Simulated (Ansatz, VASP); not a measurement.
# Two plane-wave programs on Al2Ru

The input POSCAR:

```
Al2Ru
1.0
   -1.5604216200      1.5604216200      4.2218055900
    1.5604216200     -1.5604216200      4.2218055900
    1.5604216200      1.5604216200     -4.2218055900
Al Ru
2 1
Direct
    0.6592021900      0.6592021900      0.0000000000
    0.3407978100      0.3407978100      0.0000000000
    0.0000000000      0.0000000000      0.0000000000
```

INCAR.step1

```
PREC = Accurate ; ENCUT = 520
ISMEAR = -1 ; SIGMA = 0.02
LREAL = False ; LASPH = True
NELM = 80 ; NBANDS = 17
GGA = PE ; ALGO = Normal
EDIFF = 1E-4 ; LWAVE = True
LCHARG = False
```

File INCAR.step2:

```
PREC = Accurate ; ENCUT = 520
EDIFF = 1E-6 ; ISMEAR = -1
SIGMA = 0.02 ; LREAL = False
LASPH = True ; NELM = 80
ALGO = Normal ; ISIF = 2
LWAVE = False ; LCHARG = False
METAGGA = R2SCAN ; LMIXTAU = True
NBANDS = 17 ; ISTART = 1
```

Contents of KPOINTS:

```
regular mesh
0
Gamma
  18 18 18
```

Input for Ansatz:

```yaml
crystal:
  lattice:
    - [-1.56042162, 1.56042162, 4.22180559]
    - [1.56042162, -1.56042162, 4.22180559]
    - [1.56042162, 1.56042162, -4.22180559]
  atoms:
    - { symbol: Al, position: [0.65920219, 0.65920219, 0.0] }
    - { symbol: Al, position: [0.34079781, 0.34079781, 0.0] }
    - { symbol: Ru, position: [0.0, 0.0, 0.0] }
basis:
  ecutwfc: 500
kpoints:
  mp_grid: { grid: [18, 18, 18] }
hamiltonian:
  xc: r2scan
scf:
  occupations: { method: fermi_dirac, width: 0.02 }
output:
  forces: true
  stress: true
  eigenvalues: true
```

Alike in both runs: task single point; functional r2SCAN; k mesh 18 × 18 × 18; occupations fermi-dirac, width 0.02 eV; no spin polarisation.

```csv
,VASP,Ansatz
version,VASP 6.6.1,Ansatz 0.2.0
potentials or method,"VASP PAW PBE potentials, release 64 (Al, Ru_pv), cutoff 520 eV","scalar-relativistic, plane waves, PAW"
valence electrons in the cell,20,22
```

VASP gave:

| Quantity | Value |
| --- | --- |
| gap on the k mesh at the Fermi level (eV) | none |
| pressure (GPa) | 0.0 |
| traceless stress, the component that is largest in VASP (GPa) | -0.13 |
| rms of the force components (eV/Å) | 0.001 |

**Question.** What did Ansatz give for the same quantities?

**Answer.** gap on the k mesh at the Fermi level (eV): none; pressure (GPa): 0.1; traceless stress, the component that is largest in VASP (GPa): -0.06; rms of the force components (eV/Å): 0.008.

VASP's potentials were made for PBE, not for r2SCAN. Atom by atom the forces differ by 0.006 eV/Å (rms over components). A gap of «none» marks a metal or a gap that the smearing closes. With one functional, cell and mesh, what is left measures potentials, basis and numerics. VASP's potentials hold 20 valence electrons a cell and Ansatz's 22, so a difference there can come from the potentials and not from the codes.
